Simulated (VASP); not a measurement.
Write the native input for VASP 6.6.1 that does the following.

```
Task                   : single point
Functional             : PBE
Potentials or basis    : VASP PAW PBE potentials, release 64 (Ru_pv, N)
Cutoff                 : 520 eV
k mesh                 : 10 × 6 × 1
Occupations            : gaussian, width 0.1 eV
Spin                   : no spin polarisation
Dipole correction      : yes
Further INCAR settings : ALGO = Normal; EDIFF = 1e-07; NBANDS = 54
```

The structure of Ru6N lies in POSCAR:

```
Ru6N
1.0
    2.7197977462      0.0000000000      0.0000000000
    0.0000000000      4.2966597640      0.0000000000
    0.0000000000      0.0000000000     20.8383397414
Ru N
6 1
Direct
    0.0000000000      0.7500000000      0.1919538720
    0.5000000000      0.2500000000      0.2296314409
    0.5000000000      0.7500000000      0.3049865786
    0.0000000000      0.2500000000      0.3407382302
    0.0000000000      0.7500000000      0.4168575075
    0.5000000000      0.2500000000      0.4481326179
    0.6666666667      0.5500000000      0.4990583407
```

One way to write it, as run:

INCAR

```
ALGO = Normal
DIPOL = 0.5 0.5 0.347
EDIFF = 1E-7
ENCUT = 520
GGA = PE
IDIPOL = 3
ISIF = 2
ISMEAR = 0
LASPH = T
LCHARG = T
LDIPOL = T
LELF = T
LREAL = F
LVACPOTAV = T
LVHAR = T
LWAVE = F
NBANDS = 54
NELM = 100
PREC = Accurate
SIGMA = 0.1
```

KPOINTS

```
k-points
0
Gamma
  10 6 1
```

Potentials or basis: VASP PAW PBE potentials, release 64 (Ru_pv, N).

Launch:

```sh
$ cat potpaw_PBE.64/Ru_pv/POTCAR potpaw_PBE.64/N/POTCAR > POTCAR
$ mpirun -np 1 vasp_std > vasp.out
```

It gave:

The largest force is 1.465 eV/Å. The band gap on the k mesh is zero (an odd number of electrons rules out a gap without spin polarisation).

Run time: 13 min on 1 thread of Intel(R) Xeon(R) Platinum 8488C (Sapphire Rapids), on a shared host, peak memory 0.5 GiB.
